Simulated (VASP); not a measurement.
Runs of VASP 6.6.1 on NbN. The structure is that of space group Fm-3m (No. 225), or close to it. The cells are those of the table. 

| cell | smearing | gap on the mesh (eV) | pressure (GPa) |
| --- | --- | --- | --- |
| a = 3.063 Å, angles 60.0°, 2 atoms | gaussian 0.1 eV | none | (a) |
| a = 3.103 Å, angles 60.0°, 2 atoms | gaussian 0.1 eV | none | (c) |
| a = 3.188 Å, angles 60.0°, 2 atoms | gaussian 0.1 eV | none | -16.3 |
| a = 3.030 Å, angles 60.0°, 2 atoms | gaussian 0.1 eV | none | 34.8 |
| a = 3.095 Å, angles 60.0°, 2 atoms | gaussian 0.1 eV | none | 9.3 |
| a = 3.227 Å, angles 60.0°, 2 atoms | gaussian 0.1 eV | none | (b) |
| a = 2.996 Å, angles 60.0°, 2 atoms | gaussian 0.1 eV | none | 51.0 |
| a = 3.157 Å, angles 60.0°, 2 atoms | gaussian 0.1 eV | none | -9.1 |
| a = 3.063 Å, angles 60.0°, 2 atoms | tetrahedron | none | 20.9 |

Alike in all rows: task single point; level PBE; potentials or basis VASP PAW PBE potentials, release 64 (Nb_sv, N); no spin polarisation; k mesh 16 × 16 × 16; cutoff (eV) 600.

Task: Estimate the missing entries.

Result: (a) 21.0; (b) -24.2; (c) 6.4.

Caveats: the cell stands under pressure (at least some runs); the cell stands under tension (at least some runs); tetrahedron occupations give inexact forces and stress in metals (at least some runs).

A k mesh can miss the band edges, and the runs leave out spin-orbit coupling on Nb.

A gap of «none» marks levels without a gap at the run's occupations.
